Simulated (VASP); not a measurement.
A run of VASP 6.6.1 is set up as follows.

File INCAR:

```
SYSTEM = MnSe
PREC = Accurate
ENCUT = 520
EDIFF = 1E-6
ISMEAR = 0
SIGMA = 0.15
LREAL = .FALSE.
LASPH = .TRUE.
NELM = 150
ALGO = Normal
ISIF = 2
LWAVE = .FALSE.
LCHARG = .TRUE.
ISPIN = 2
MAGMOM = 4.63 0
LORBIT = 11
LMAXMIX = 4
GGA = PS
LELF = .TRUE.
LVHAR = .TRUE.
NBANDS = 20
```

File KPOINTS:

```
regular mesh
0
G
  16 16 16
  0 0 0
```

POSCAR

```
MnSe
1.0
    0.0000000000      2.7240000000      2.7240000000
    2.7240000000      0.0000000000      2.7240000000
    2.7240000000      2.7240000000      0.0000000000
Mn Se
1 1
Direct
    0.0000000000      0.0000000000      0.0000000000
    0.5000000000      0.5000000000      0.5000000000
```

Potentials or basis: VASP PAW PBE potentials, release 64 (Mn_pv, Se).

The run is started by

```sh
$ cat potpaw_PBE.64/Mn_pv/POTCAR potpaw_PBE.64/Se/POTCAR > POTCAR
$ mpirun -np 1 vasp_std > vasp.out
```

Question: Estimate the pressure.

Answer: -5.5 GPa.

Question: Estimate the net moment.

Answer: 4.68 μB per cell.

Question: Predict the site moments.

Answer: Mn +4.23; Se +0.09 μB.

Caveat: the cell stands under tension; the PAW data sets were made with another functional, which shifts forces and pressure a little; a cell with one magnetic atom can't hold antiferromagnetic order, which such compounds often take.
